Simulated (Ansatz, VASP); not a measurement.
## MoS2 in VASP and in Ansatz

INCAR

```
SYSTEM = MoS2
  PREC = Accurate
  ENCUT = 520
  EDIFF = 1E-8
  ISMEAR = -1
  SIGMA = 0.03
  LREAL = .FALSE.
  LASPH = .TRUE.
  NELM = 80
  ALGO = Normal
  ISIF = 2
  LWAVE = .FALSE.
  LCHARG = .FALSE.
  GGA = PE
  LEFG = .TRUE.
  NBANDS = 35
```

KPOINTS

```
Automatic mesh
0
G
  10 10 3
  0 0 0
```

Contents of POSCAR:

```
MoS2
1.0
    3.0661715536      0.0000000000      0.0000000000
   -1.5330857768      2.6553824578      0.0000000000
    0.0000000000      0.0000000000     12.2950000000
Mo S
2 4
Direct
    0.3333333333      0.6666666667      0.2500000000
    0.6666666667      0.3333333333      0.7500000000
    0.3333333333      0.6666666667      0.6275000000
    0.6666666667      0.3333333333      0.1275000000
    0.3333333333      0.6666666667      0.8725000000
    0.6666666667      0.3333333333      0.3725000000
```

Input for Ansatz:

```yaml
crystal:
  lattice:
    - [3.0661715536, 0.0, 0.0]
    - [-1.5330857768, 2.6553824578, 0.0]
    - [0.0, 0.0, 12.295]
  atoms:
    - { symbol: Mo, position: [0.3333333333, 0.6666666667, 0.25] }
    - { symbol: Mo, position: [0.6666666667, 0.3333333333, 0.75] }
    - { symbol: S, position: [0.3333333333, 0.6666666667, 0.6275] }
    - { symbol: S, position: [0.6666666667, 0.3333333333, 0.1275] }
    - { symbol: S, position: [0.3333333333, 0.6666666667, 0.8725] }
    - { symbol: S, position: [0.6666666667, 0.3333333333, 0.3725] }
kpoints:
  mp_grid: { grid: [10, 10, 3] }
scf:
  occupations: { method: fermi_dirac, width: 0.03 }
hamiltonian:
  xc: pbe
  pseudopotentials: { kind: all_electron, datasets: crystal }
output:
  forces: true
  stress: true
  eigenvalues: true
  efg: { contact_densities: true }
```

Change from the starting cell: equal xx and yy strain of -3 %, crystal datasets.

Alike in both runs: task electric field gradients; functional PBE; k mesh 10 × 10 × 3; occupations fermi-dirac, width 0.03 eV; no spin polarisation.

```csv
,VASP,Ansatz
version,VASP 6.6.1,Ansatz 0.2.0
potentials or method,"VASP PAW PBE potentials, release 64 (Mo_sv, S), cutoff 520 eV","all-electron PAW with datasets made for the crystal, scalar-relativistic"
```

```tsv
	VASP	Ansatz	Ansatz less VASP
pressure (GPa)	20.4	20.7	+0.23
traceless stress, the component that is largest in VASP (GPa)	1.51	1.58	+0.066
rms of the force components (eV/Å)	0.945	0.957	+0.0120
size of Vzz on the site where it differs most (V/Å²)	90.9	86.9	-3.95
```

Atom by atom the forces differ by 0.012 eV/Å (rms over components). Ansatz ran all-electron here, and VASP with PAW potentials.
